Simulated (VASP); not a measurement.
Input of a VASP 6.6.1 run:

File POSCAR:

```
AgCl
1.0
   -0.0463121697      2.7731838126      2.7731838126
    2.7731838126     -0.0463121697      2.7731838126
    2.7268716430      2.7268716430      0.0000000000
Ag Cl
1 1
Direct
    0.0000000000      0.0000000000      0.0000000000
    0.5000000000      0.5000000000      0.5000000000
```

INCAR.step1

```
  PREC = Accurate
  ENCUT = 520
  EDIFF = 1E-5
  ISMEAR = 0
  SIGMA = 0.01
  LREAL = F
  LASPH = T
  NELM = 60
  ALGO = Normal
  ISIF = 2
  LWAVE = T
  LCHARG = F
  GGA = PE
  NBANDS = 16
  KPAR = 2
```

INCAR.step2

```
  PREC = Accurate
  ENCUT = 520
  EDIFF = 1E-7
  ISMEAR = 0
  SIGMA = 0.01
  LREAL = F
  LASPH = T
  NELM = 60
  ALGO = Normal
  ISIF = 2
  LWAVE = F
  LCHARG = F
  GGA = PE
  LHFCALC = T
  HFSCREEN = 0.2079
  PRECFOCK = Normal
  ISTART = 1
  NBANDS = 16
  KPAR = 2
```

The input KPOINTS:

```
regular mesh
0
Gamma
  6 6 6
```

Potentials or basis: VASP PAW PBE potentials, release 64 (Ag, Cl).

Run with:

```bash
$ cat potpaw_PBE.64/Ag/POTCAR potpaw_PBE.64/Cl/POTCAR > POTCAR
$ cp INCAR.step1 INCAR
$ mpirun -np 2 vasp_std > vasp.out
$ cp INCAR.step2 INCAR
$ mpirun -np 2 vasp_std > vasp.out
```

**Question.** Estimate the pressure.

**Answer.** 1.2 GPa.

**Question.** Estimate the band gap on the k mesh.

**Answer.** 2.36 eV (least direct gap 4.55 eV).

Stress tensor (GPa, compression positive):
```
1.22 0.23 0.00
0.23 1.22 0.00
0.00 0.00 1.20
```

Caveat: the cell differs from its parent crystal (shear xy strain -3.3%); the PAW data sets were made with another functional, which shifts forces and pressure a little. A k mesh can miss the band edges.
